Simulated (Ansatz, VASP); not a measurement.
Given: the input of a run of Ansatz 0.2.0 on Sb.

The input input.yaml:

```yaml
crystal:
  lattice:
    - [2.1542, 1.2437279499, 3.758]
    - [-2.1542, 1.2437279499, 3.758]
    - [0.0, -2.4874558998, 3.758]
  atoms:
    - { symbol: Sb, position: [0.76651, 0.76651, 0.76651] }
    - { symbol: Sb, position: [0.23349, 0.23349, 0.23349] }
kpoints:
  mp_grid: { grid: [8, 8, 8] }
scf:
  occupations: { method: gaussian, width: 0.015 }
hamiltonian:
  xc: pbe
  pseudopotentials: { kind: all_electron, lapw: { basis_error: 0.001 } }
output:
  forces: true
  stress: true
  eigenvalues: true
```

Potentials or basis: all-electron LAPW, scalar-relativistic.

Launch:

```console
$ ansatz run input.yaml --threads 1 --pin off --max-ram 3072MiB --backend cpu --events-out ev --progress --plain --runs-dir out
```

Task: Set up the same calculation for VASP 6.6.1. Potentials there: VASP PAW PBE potentials, release 64 (Sb).

Result: As run (the cutoff follows the program's own potentials):

Contents of INCAR:

```
SYSTEM = Sb
ALGO = Normal
EDIFF = 1E-7
ENCUT = 520
GGA = PE
ISIF = 2
ISMEAR = 0
LASPH = .TRUE.
LCHARG = .FALSE.
LREAL = .FALSE.
LWAVE = .FALSE.
NBANDS = 12
NELM = 80
PREC = Accurate
SIGMA = 0.015
```

KPOINTS

```
k-points
0
G
  8 8 8
  0 0 0
```

POSCAR

```
Sb
1.0
    2.1542000000      1.2437279499      3.7580000000
   -2.1542000000      1.2437279499      3.7580000000
    0.0000000000     -2.4874558998      3.7580000000
Sb
2
Direct
    0.7665100000      0.7665100000      0.7665100000
    0.2334900000      0.2334900000      0.2334900000
```

Potentials or basis: VASP PAW PBE potentials, release 64 (Sb).

Launch:

```bash
$ cat potpaw_PBE.64/Sb/POTCAR > POTCAR
$ mpirun -np 1 vasp_std > vasp.out
```

Both were run:

|  | VASP | Ansatz | Ansatz less VASP |
| --- | --- | --- | --- |
| gap on the k mesh at the Fermi level (eV) | none | none | - |
| pressure (GPa) | 2.8 | 2.7 | -0.07 |
| traceless stress, the component that is largest in VASP (GPa) | -0.50 | -0.47 | +0.025 |
| rms of the force components (eV/Å) | 0.107 | 0.081 | -0.0253 |

Atom by atom the forces differ by 0.025 eV/Å (rms over components). A gap of «none» marks a metal or a gap that the smearing closes. Ansatz ran all-electron here, and VASP with PAW potentials.

Neither program's run includes spin-orbit coupling.
